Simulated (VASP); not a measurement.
Input of a VASP 6.6.1 run:

INCAR

```
SYSTEM = K
ALGO = Normal
EDIFF = 1E-6
ENCUT = 520
GGA = PE
ISIF = 2
ISMEAR = -1
LASPH = .True.
LCHARG = .False.
LREAL = .False.
LWAVE = .False.
NBANDS = 10
NELM = 100
PREC = Accurate
SIGMA = 0.06122561905347299
```

File KPOINTS:

```
k-points
0
Gamma
  13 13 13
  0 0 0
```

File POSCAR:

```
K
1.0
    4.3278293376      0.0000000000      0.0000000000
    0.0000000000      4.3278293376      0.0000000000
    0.0000000000      0.0000000000      4.3278293376
K
1
Direct
    0.0000000000      0.0000000000      0.0000000000
```

Potentials or basis: VASP PAW PBE potentials, release 64 (K_sv).

The run is started by

```console
$ cat potpaw_PBE.64/K_sv/POTCAR > POTCAR
$ mpirun -np 1 vasp_std > vasp.out
```

(1) What does it give for the pressure?

Answers

(1) -0.1 GPa.
